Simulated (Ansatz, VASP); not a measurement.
**VO2: VASP beside Ansatz**

```xyz
6
Lattice="4.5406 0.0000 0.0000 0.0000 4.5406 0.0000 0.0000 0.0000 2.8298" Properties=species:S:1:pos:R:3 pbc="T T T"
V     0.0000    0.0000    0.0000
V     2.2703    2.2703    1.4149
O     1.3637    1.3637    0.0000
O     0.9067    3.6340    1.4149
O     3.1770    3.1770    0.0000
O     3.6340    0.9067    1.4149
```

Alike in both runs: task single point; functional r2SCAN; k mesh 8 × 8 × 12; occupations gaussian, width 0.1 eV; collinear spin.

|  | VASP | Ansatz |
| --- | --- | --- |
| version | VASP 6.6.1 | Ansatz 0.2.0 |
| potentials or method | VASP PAW PBE potentials, release 64 (V_sv, O), cutoff 660 eV | scalar-relativistic, plane waves, PAW |
| valence electrons in the cell | 50 | 50 |

|  | VASP | Ansatz | Ansatz less VASP |
| --- | --- | --- | --- |
| gap on the k mesh at the Fermi level (eV) | none | none | - |
| pressure (GPa) | 0.8 | 0.0 | -0.81 |
| traceless stress, the component that is largest in VASP (GPa) | 0.40 | 0.00 | -0.402 |
| rms of the force components (eV/Å) | 0.019 | 0.000 | -0.0190 |
| net moment per atom (μB) | 0.33 | 0.33 | 0.000 |
| size of the moment on the site where the two differ most (μB) | 1.12 | 0.89 | -0.228 |

VASP's potentials were made for PBE, not for r2SCAN. Site moments also hang on the region over which each program counts them. Atom by atom the forces differ by 0.019 eV/Å (rms over components). A gap of «none» marks a metal or a gap that the smearing closes. Ansatz's warnings: stability check not made.
